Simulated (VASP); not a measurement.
# CoMo (P-6m2) in VASP: a series of runs

CoMo is run at these levels: LDA; tasks: single point.

All numbers are computed with VASP 6.6.1; they aren't measurements. Logs are shortened: lines on timing, memory, paths and dates and some standing lists are left out, and cuts for length are marked.

## (1) The cell of the first run

The structure is hexagonal, space group P-6m2 (No. 187). The conventional cell has a = 2.602 Å, b = 2.602 Å, c = 4.039 Å, α = 90.00°, β = 90.00°, γ = 120.00°. Co (site symmetry -6m2) has 6 Mo at 2.52 Å and 6 Co at 2.60 Å within 3.3 Å. Within 3.3 Å of Mo (site symmetry -6m2) lie 6 Co at 2.52 Å and 6 Mo at 2.60 Å.

## (2) Single point, LDA (11.84 Å³/atom)

Input file INCAR:

```
PREC = Accurate
ENCUT = 690
EDIFF = 1E-6
ISMEAR = -1
SIGMA = 0.05
LREAL = False
LASPH = True
NELM = 120
ALGO = Normal
ISIF = 2
LWAVE = False
LCHARG = True
LELF = True
LVHAR = True
NBANDS = 22
GGA_COMPAT = False
```

Input file KPOINTS:

```
regular mesh
0
Gamma
  14 14 8
```

Input file POSCAR:

```
CoMo
1.0
    2.6019242848      0.0000000000      0.0000000000
   -1.3009621424      2.2533325294      0.0000000000
    0.0000000000      0.0000000000      4.0392387682
Co Mo
1 1
Direct
    0.6666666667      0.3333333333      0.5000000000
    0.3333333333      0.6666666667      0.0000000000
```

Potentials or basis: VASP PAW LDA potentials, release 64 (Co_sv, Mo_sv).

Launch:

```sh
cat potpaw_LDA.64/Co_sv/POTCAR potpaw_LDA.64/Mo_sv/POTCAR > POTCAR
mpirun -np 1 vasp_std > vasp.out
```

OUTCAR:

```text
PREC = Accurate
   ENCUT = 690
   EDIFF = 1E-6
   ISMEAR = -1
   LREAL = False
   LASPH = True
   NELM = 120
   ISIF = 2

 ion  position               nearest neighbor table
   1  0.667  0.333  0.500-   2 2.52   2 2.52   2 2.52   2 2.52   2 2.52   2 2.52
   2  0.333  0.667  0.000-   1 2.52   1 2.52   1 2.52   1 2.52   1 2.52   1 2.52

  LATTYP: Found a hexagonal cell.
 ALAT       =     2.6019242848
 C/A-ratio  =     1.5524044231

  Lattice vectors:

 A1 = (   2.6019242848,   0.0000000000,   0.0000000000)
 A2 = (  -1.3009621424,   2.2533325294,   0.0000000000)
 A3 = (   0.0000000000,   0.0000000000,   4.0392387682)

Analysis of symmetry for initial positions (statically):
=====================================================================
 Subroutine PRICEL returns:
 Original cell was already a primitive cell.

 Routine SETGRP: Setting up the symmetry group for a
 hexagonal supercell.

 Subroutine GETGRP returns: Found 12 space group operations
 (whereof 12 operations were pure point group operations)
 out of a pool of 24 trial point group operations.

The static configuration has the point symmetry D_3h.

Analysis of symmetry for dynamics (positions and initial velocities):
=====================================================================
 Subroutine PRICEL returns:
 Original cell was already a primitive cell.

 Routine SETGRP: Setting up the symmetry group for a
 hexagonal supercell.

 Subroutine GETGRP returns: Found 12 space group operations
 (whereof 12 operations were pure point group operations)
 out of a pool of 24 trial point group operations.

The dynamic configuration has the point symmetry D_3h.

 Subroutine INISYM returns: Found 12 space group operations
 (whereof 12 operations are pure point group operations),
 and found     1 'primitive' translations

----------------------------------------------------------------------------------------

                                     Primitive cell

  volume of cell :      23.6821

  direct lattice vectors                    reciprocal lattice vectors
     2.601924285  0.000000000  0.000000000     0.384330938  0.221893570  0.000000000
    -1.300962142  2.253332529  0.000000000     0.000000000  0.443787141  0.000000000
     0.000000000  0.000000000  4.039238768     0.000000000  0.000000000  0.247571401

  length of vectors
     2.601924285  2.601924285  4.039238768     0.443787141  0.443787141  0.247571401

  position of ions in fractional coordinates (direct lattice)
     0.666666667  0.333333333  0.500000000
     0.333333333  0.666666667  0.000000000

  ion indices of the primitive-cell ions
   primitive index   ion index
                 1           1
                 2           2

----------------------------------------------------------------------------------------

 KPOINTS: regular mesh

Automatic generation of k-mesh.
 Grid dimensions read from file:
 generate k-points for:   14   14    8

 Generating k-lattice:

  Cartesian coordinates                     Fractional coordinates (reciprocal lattice)
     0.027452210  0.015849541  0.000000000     0.071428571  0.000000000  0.000000000
     0.000000000  0.031699081  0.000000000     0.000000000  0.071428571  0.000000000
     0.000000000  0.000000000  0.030946425     0.000000000  0.000000000  0.125000000

  Length of vectors
     0.031699081  0.031699081  0.030946425

  Shift w.r.t. Gamma in fractional coordinates (k-lattice)
     0.000000000  0.000000000  0.000000000

 Subroutine IBZKPT returns following result:
 ===========================================

 Found    120 irreducible k-points:

 Following reciprocal coordinates:
            Coordinates               Weight
  0.000000  0.000000  0.000000      1.000000
  0.071429  0.000000  0.000000      6.000000
  0.142857 -0.000000  0.000000      6.000000
  0.214286 -0.000000  0.000000      6.000000
  0.285714  0.000000  0.000000      6.000000
  0.357143 -0.000000  0.000000      6.000000
[... 16 lines left out ...]
  0.285714  0.285714  0.000000      6.000000
  0.357143  0.285714  0.000000      6.000000
 [... further k-points ...]
   k-points           NKPTS =    120   k-points in BZ     NKDIM =    120   number of bands    NBANDS=     22
   number of dos      NEDOS =    301   number of ions     NIONS =      2
   total plane-waves  NPLWV =  20736
   dimension x,y,z NGX =    24 NGY =   24 NGZ =   36
   dimension x,y,z NGXF=    48 NGYF=   48 NGZF=   72
   ions per type =               1   1
   NGX,Y,Z   is equivalent  to a cutoff of  15.33, 15.33, 14.82 a.u.
   NGXF,Y,Z  is equivalent  to a cutoff of  30.67, 30.67, 29.63 a.u.
 SYSTEM =  unknown system
   PREC   = accura    normal or accurate (medium, high low for compatibility)
   ISTART =      0    job   : 0-new  1-cont  2-samecut
   ICHARG =      2    charge: 1-file 2-atom 10-const
   ISPIN  =      1    spin polarized calculation?
   LNONCOLLINEAR =      F non collinear calculations
   LSORBIT =      F    spin-orbit coupling
[... 32 lines left out ...]
   LEPSILON=     F    determine dielectric tensor
   LRPA    =     F    only Hartree local field effects (RPA)
 non-spin polarized calculation
  energy-cutoff  :      690.00
  volume of cell :       23.68
 maximum number of plane-waves:      1008
 NGX is ok and might be reduce to    24
   NGX = 11   NGY = 11   NGZ = 17

 number of electron      31.0000021 magnetization

 Free energy of the ion-electron system (eV)
  ---------------------------------------------------
  ext. energy  EPLUGINS =         0.00000000
  ---------------------------------------------------
  free energy    TOTEN  =       -19.93648394 eV

  energy without entropy =      -19.91458512  energy(sigma->0) =      -19.92553453

 E-fermi :  13.7087     XC(G=0): -14.5433

 val. band max:       13.6954387774   @ k =   0.3571   0.2857   0.5000
 cond. band min:      13.7162471225   @ k =   0.2857   0.2857   0.3750
 fundamental gap:      0.0208083451
 Fermi energy:        13.7087491875

 k-point     1 :       0.0000    0.0000    0.0000
  band No.  band energies     occupation
      1     -80.2030      2.00000
      2     -46.8232      2.00000
      3     -44.2126      2.00000
      4     -43.9047      2.00000
      5     -43.9047      2.00000
      6     -21.1526      2.00000
[... 14 lines left out ...]
     21      25.3737      0.00000
     22      28.2551      0.00000

 k-point     2 :       0.0714    0.0000    0.0000
  band No.  band energies     occupation
      1     -80.2019      2.00000
      2     -46.8043      2.00000
      3     -44.2113      2.00000
      4     -43.9126      2.00000
      5     -43.9067      2.00000
      6     -21.1362      2.00000
[... 14 lines left out ...]
     21      25.3536      0.00000
     22      28.7826      0.00000

 k-point     3 :       0.1429   -0.0000    0.0000
  band No.  band energies     occupation
      1     -80.1989      2.00000
      2     -46.7507      2.00000
      3     -44.2078      2.00000
      4     -43.9348      2.00000
      5     -43.9125      2.00000
      6     -21.0899      2.00000
[... 14 lines left out ...]
     21      25.2759      0.00000
     22      29.9583      0.00000

 k-point     4 :       0.2143   -0.0000    0.0000
  band No.  band energies     occupation
      1     -80.1945      2.00000
      2     -46.6725      2.00000
      3     -44.2028      2.00000
      4     -43.9663      2.00000
      5     -43.9206      2.00000
      6     -21.0224      2.00000
[... 14 lines left out ...]
     21      25.0860      0.00000
     22      28.5640      0.00000

 k-point     5 :       0.2857    0.0000    0.0000
  band No.  band energies     occupation
      1     -80.1896      2.00000
      2     -46.5843      2.00000
      3     -44.1970      2.00000
      4     -44.0010      2.00000
      5     -43.9296      2.00000
      6     -21.2899      2.00000
[... 417 lines left out ...]
 k-point    22 :       0.3571    0.2143    0.0000
  band No.  band energies     occupation
      1     -80.1795      2.00000
      2     -46.3963      2.00000
      3     -44.1852      2.00000
      4     -44.0403      2.00000
      5     -43.9816      2.00000
      6     -21.7907      2.00000
[... 14 lines left out ...]
     21      23.3460      0.00000
     22      27.5396      0.00000

 k-point    23 :       0.2857    0.2857    0.0000
  band No.  band energies     occupation
      1     -80.1792      2.00000
      2     -46.3919      2.00000
      3     -44.1849      2.00000
      4     -44.0318      2.00000
      5     -43.9923      2.00000
      6     -21.6734      2.00000
[... 14 lines left out ...]
     21      22.4818      0.00000
     22      28.2344      0.00000

 k-point    24 :       0.3571    0.2857    0.0000
  band No.  band energies     occupation
      1     -80.1786      2.00000
      2     -46.3792      2.00000
      3     -44.1840      2.00000
      4     -44.0272      2.00000
      5     -44.0031      2.00000
      6     -21.6057      2.00000
[... 14 lines left out ...]
     21      21.9902      0.00000
     22      29.1175      0.00000

 [... further k-points ...]

------------------------ aborting loop because EDIFF is reached ----------------------------------------

  FORCE on cell =-STRESS in cart. coord.  units (eV):
  Direction    XX          YY          ZZ          XY          YZ          ZX
  --------------------------------------------------------------------------------------
  -------------------------------------------------------------------------------------
  Total        2.4879218      2.4879218      2.5495928      0.0000000      0.0000000     -0.0000000
  in kB      168.3169461    168.3169461    172.4892130      0.0000000      0.0000000     -0.0000000
  external PRESSURE =     169.7077018 kB  Pullay stress =       0.0000000 kB

 VOLUME and BASIS-vectors are now :
 -----------------------------------------------------------------------------
  energy-cutoff  :      690.00
  volume of cell :       23.68
      direct lattice vectors                 reciprocal lattice vectors
     2.601924285  0.000000000  0.000000000     0.384330938  0.221893570  0.000000000
    -1.300962142  2.253332529  0.000000000     0.000000000  0.443787141  0.000000000
     0.000000000  0.000000000  4.039238768     0.000000000  0.000000000  0.247571401

 POSITION                                       TOTAL-FORCE (eV/Angst)
 -----------------------------------------------------------------------------------
      1.30096      0.75111      2.01962        -0.000000      0.000000      0.000000
     -0.00000      1.50222      0.00000         0.000000      0.000000      0.000000
 -----------------------------------------------------------------------------------
    total drift:                               -0.000000      0.000000      0.000000

  FREE ENERGIE OF THE ION-ELECTRON SYSTEM (eV)
  ---------------------------------------------------
  free  energy   TOTEN  =       -19.9364839423 eV

  energy  without entropy=      -19.9145851249  energy(sigma->0) =      -19.92553453
```

Wall time 45 s (1 thread of Intel Xeon Platinum 8559C (Emerald Rapids), shared host); peak memory 0.2 GiB.

What came out:

```
Free energy            : -19.9365 eV
Pressure               : 17.0 GPa
Band gap on the k mesh : zero (an odd number of electrons rules out a gap without spin polarisation)
```

Stress tensor (GPa, compression positive):
```
16.83  0.00  0.00
 0.00 16.83  0.00
 0.00  0.00 17.25
```

Levels at points of the mesh, in eV from the Fermi level:
| k point | band 14 | band 15 | band 16 | band 17 | band 18 | band 19 |
| --- | --- | --- | --- | --- | --- | --- |
| (0.00, 0.00, 0.00) | -1.12 | -1.12 | -0.62 | -0.62 | 1.77 | 3.28 |
| (0.50, 0.00, 0.00) | -1.31 | -0.88 | 0.14 | 3.09 | 3.35 | 5.69 |
| (0.00, 0.00, 0.50) | -1.81 | -1.81 | -1.77 | 0.47 | 0.47 | 3.24 |
| (0.50, 0.00, 0.50) | -0.26 | 0.08 | 1.29 | 2.31 | 2.36 | 4.86 |

Caveat: the cell stands under pressure; the run has no spin polarisation, though such a crystal can be magnetic. Spin polarisation is off, so any magnetic state and its effect on volume and gap are missing.

## (3) Single point, LDA (13.81 Å³/atom)

This run uses another cell than the first one, of 13.81 Å³/atom.

Input file INCAR:

```
PREC = Accurate ; ENCUT = 690
EDIFF = 1E-6 ; ISMEAR = -1
SIGMA = 0.05 ; LREAL = F
LASPH = T ; NELM = 120
ALGO = Normal ; ISIF = 2
LWAVE = F ; LCHARG = T
GGA = CA ; LELF = T
LVHAR = T ; NBANDS = 22
GGA_COMPAT = F
```

Input file KPOINTS:

```
Automatic mesh
0
Gamma
  14 14 8
```

Input file POSCAR:

```
CoMo
1.0
    2.7391149048      0.0000000000      0.0000000000
   -1.3695574524      2.3721430914      0.0000000000
    0.0000000000      0.0000000000      4.2522140935
Co Mo
1 1
Direct
    0.6666666667      0.3333333333      0.5000000000
    0.3333333333      0.6666666667      0.0000000000
```

Potentials or basis: VASP PAW LDA potentials, release 64 (Co_sv, Mo_sv).

Launch:

```sh
cat potpaw_LDA.64/Co_sv/POTCAR potpaw_LDA.64/Mo_sv/POTCAR > POTCAR
mpirun -np 1 vasp_std > vasp.out
```

It took 47 s on 1 thread of Intel Xeon 6975P-C (Granite Rapids), shared host; peak memory 0.22 GiB.

Results (log left out):

```yaml
Free_energy: -19.8074 eV
Pressure: -22.7 GPa
Band_gap_on_the_k_mesh: zero (an odd number of electrons rules out a gap without spin polarisation)
```

Stress tensor (GPa, compression positive):
```
-22.48   0.00   0.00
  0.00 -22.48   0.00
  0.00   0.00 -23.00
```

Levels at points of the mesh, in eV from the Fermi level:
```
           k point  band 14  band 15  band 16  band 17  band 18  band 19
(0.00, 0.00, 0.00)    -0.87    -0.87    -0.40    -0.40     1.39     2.71
(0.50, 0.00, 0.00)    -1.06    -0.67     0.11     2.54     2.62     4.65
(0.00, 0.00, 0.50)    -1.42    -1.42    -1.42     0.43     0.43     2.66
(0.50, 0.00, 0.50)    -0.18     0.06     1.14     1.82     2.06     3.88
```

Caveat: the cell stands under tension; the run has no spin polarisation, though such a crystal can be magnetic.

## (4) Single point, LDA (10.53 Å³/atom)

This run uses another cell than the first one, of 10.53 Å³/atom.

INCAR: that of step 3 with these lines changed.

```diff
@@ -6,4 +6,3 @@
 LWAVE = F ; LCHARG = T
-GGA = CA ; LELF = T
-LVHAR = T ; NBANDS = 22
-GGA_COMPAT = F
+LELF = T ; LVHAR = T
+NBANDS = 22 ; GGA_COMPAT = F
```

KPOINTS is that of step 3.

Input file POSCAR:

```
CoMo
1.0
    2.5017494545      0.0000000000      0.0000000000
   -1.2508747272      2.1665785815      0.0000000000
    0.0000000000      0.0000000000      3.8837269186
Co Mo
1 1
Direct
    0.6666666667      0.3333333333      0.5000000000
    0.3333333333      0.6666666667      0.0000000000
```

Launch:

```sh
cat potpaw_LDA.64/Co_sv/POTCAR potpaw_LDA.64/Mo_sv/POTCAR > POTCAR
mpirun -np 1 vasp_std > vasp.out
```

Run time: 81 s. Hardware: 1 thread of Intel Xeon Platinum 8259CL at 2.50GHz (Skylake/Cascade Lake), shared host; peak memory 0.21 GiB.

It converged, with:

```
Free energy            : -19.2636 eV
Pressure               : 69.2 GPa
Band gap on the k mesh : zero (an odd number of electrons rules out a gap without spin polarisation)
```

Stress tensor (GPa, compression positive):
```
68.24  0.00  0.00
 0.00 68.24  0.00
 0.00  0.00 71.03
```

Levels at points of the mesh, in eV from the Fermi level:
| k point | band 14 | band 15 | band 16 | band 17 | band 18 | band 19 |
| --- | --- | --- | --- | --- | --- | --- |
| (0.00, 0.00, 0.00) | -1.36 | -1.36 | -0.86 | -0.86 | 2.21 | 3.73 |
| (0.50, 0.00, 0.00) | -1.52 | -1.06 | 0.16 | 3.56 | 4.05 | 6.58 |
| (0.00, 0.00, 0.50) | -2.19 | -2.19 | -2.09 | 0.48 | 0.48 | 3.71 |
| (0.50, 0.00, 0.50) | -0.32 | 0.09 | 1.36 | 2.65 | 2.75 | 5.81 |

Caveat: the cell stands under pressure; the run has no spin polarisation, though such a crystal can be magnetic. Spin polarisation is off, so any magnetic state and its effect on volume and gap are missing.

## (5) Single point, LDA, collinear spin, ferromagnetic start (11.18 Å³/atom)

This run uses another cell than the first one, of 11.18 Å³/atom.

Input file INCAR:

```
SYSTEM = CoMo
ALGO = Normal ; EDIFF = 1E-6
ENCUT = 520 ; ISIF = 2
ISMEAR = -1 ; ISPIN = 2
LASPH = .True. ; LCHARG = .False.
LMAXMIX = 4 ; LORBIT = 11
LREAL = .False. ; LWAVE = .False.
MAGMOM = 2 0 ; NBANDS = 22
NELM = 150 ; PREC = Accurate
SIGMA = 0.05
```

Input file KPOINTS:

```
k-points
0
Gamma
  14 14 8
  0 0 0
```

Input file POSCAR:

```
CoMo
1.0
    2.5528196062      0.0000000000      0.0000000000
   -1.2764098031      2.2108066302      0.0000000000
    0.0000000000      0.0000000000      3.9630084479
Co Mo
1 1
Direct
    0.6666666667      0.3333333333      0.5000000000
    0.3333333333      0.6666666667      0.0000000000
```

Potentials or basis: VASP PAW LDA potentials, release 64 (Co, Mo_sv).

Launch:

```sh
cat potpaw_LDA.64/Co/POTCAR potpaw_LDA.64/Mo_sv/POTCAR > POTCAR
mpirun -np 1 vasp_std > vasp.out
```

It took 3.9 min on 1 thread of Intel Xeon 8259CL, shared host; peak memory 0.21 GiB.

Results (log left out):

```yaml
Free_energy: -19.6661 eV
Pressure: 39.2 GPa
Net_moment: 0.00 μB per cell
Valence_electrons_inside_the_program's_atomic_spheres: Co 8.64; Mo 13.08
```

Stress tensor (GPa, compression positive):
```
38.86  0.00  0.00
 0.00 38.86  0.00
 0.00  0.00 39.75
```

Levels at points of the mesh, in eV from the Fermi level:
Spin up:
| k point | band 10 | band 11 | band 12 | band 13 | band 14 | band 15 |
| --- | --- | --- | --- | --- | --- | --- |
| (0.00, 0.00, 0.00) | -1.24 | -1.24 | -0.73 | -0.73 | 1.98 | 3.50 |
| (0.50, 0.00, 0.00) | -1.41 | -0.97 | 0.14 | 3.30 | 3.68 | 6.11 |
| (0.00, 0.00, 0.50) | -1.98 | -1.98 | -1.91 | 0.47 | 0.47 | 3.46 |
| (0.50, 0.00, 0.50) | -0.28 | 0.08 | 1.33 | 2.52 | 2.52 | 5.29 |
Spin down:
| k point | band 8 | band 9 | band 10 | band 11 | band 12 | band 13 | band 14 | band 15 | band 16 | band 17 |
| --- | --- | --- | --- | --- | --- | --- | --- | --- | --- | --- |
| (0.00, 0.00, 0.00) | -1.83 | -1.60 | -1.24 | -1.24 | -0.73 | -0.73 | 1.98 | 3.50 | 3.50 | 12.48 |
| (0.50, 0.00, 0.00) | -2.35 | -1.67 | -1.41 | -0.97 | 0.15 | 3.30 | 3.68 | 6.11 | 8.86 | 11.42 |
| (0.00, 0.00, 0.50) | -2.04 | -2.04 | -1.97 | -1.97 | -1.91 | 0.47 | 0.47 | 3.46 | 3.46 | 14.18 |
| (0.50, 0.00, 0.50) | -3.26 | -1.29 | -0.28 | 0.08 | 1.33 | 2.52 | 2.52 | 5.29 | 6.13 | 10.48 |

Caveat: the cell stands under pressure; the moments typed at the start vanished in this run.

## (6) Summary

```tsv
cell	gap on the mesh (eV)	pressure (GPa)
a = 2.602, b = 2.602, c = 4.039 Å, angles 90.0, 90.0, 120.0°, 2 atoms	none	17.0
a = 2.739, b = 2.739, c = 4.252 Å, angles 90.0, 90.0, 120.0°, 2 atoms	none	-22.7
a = 2.502, b = 2.502, c = 3.884 Å, angles 90.0, 90.0, 120.0°, 2 atoms	none	69.2
```

Alike in all rows: task single point; level LDA; potentials or basis VASP PAW LDA potentials, release 64 (Co_sv, Mo_sv); no spin polarisation; k mesh 14 × 14 × 8; cutoff (eV) 690; smearing fermi-dirac 0.05 eV.

Caveats: the run has no spin polarisation, though such a crystal can be magnetic; the cell stands under pressure (at least some runs); the cell stands under tension (at least some runs).

Absolute energies hang on the potentials; compare differences alone.

The gap in the log of VASP goes by the Fermi energy; the results here count the filled bands.